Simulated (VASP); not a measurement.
Pt, 1 atom in the cell. Symmetry: Fm-3m, No. 225, cubic system. Conventional cell: a = 3.847 Å, b = 3.847 Å, c = 3.847 Å, α = 90.00°, β = 90.00°, γ = 90.00°. Within 3.6 Å of Pt (site symmetry m-3m) lie 12 Pt at 2.72 Å.  This cell differs from its parent crystal: volume scaled by 0.91.

* Program: VASP 6.6.1
* Task: single point
* Functional: PBE
* Potentials or basis: VASP PAW PBE potentials, release 64 (Pt)
* Cutoff: 520 eV
* k mesh: 18 × 18 × 18
* Occupations: gaussian, width 0.1 eV
* Spin: no spin polarisation
* Dipole correction: no
* Further INCAR settings: ALGO = Normal; EDIFF = 1e-07; NBANDS = 11

Potentials or basis: VASP PAW PBE potentials, release 64 (Pt).

Command:

```console
$ cat potpaw_PBE.64/Pt/POTCAR > POTCAR
$ mpirun -np 1 vasp_std > vasp.out
```

Hardware: 1 thread of AMD EPYC 7R13, with other jobs on the host.

Task: How long does it take, and how much memory?

Result: It took 50 s on 1 thread of AMD EPYC 7R13, with other jobs on the host, peak memory 0.12 GiB. Counts: scf iterations 11, k points 195.
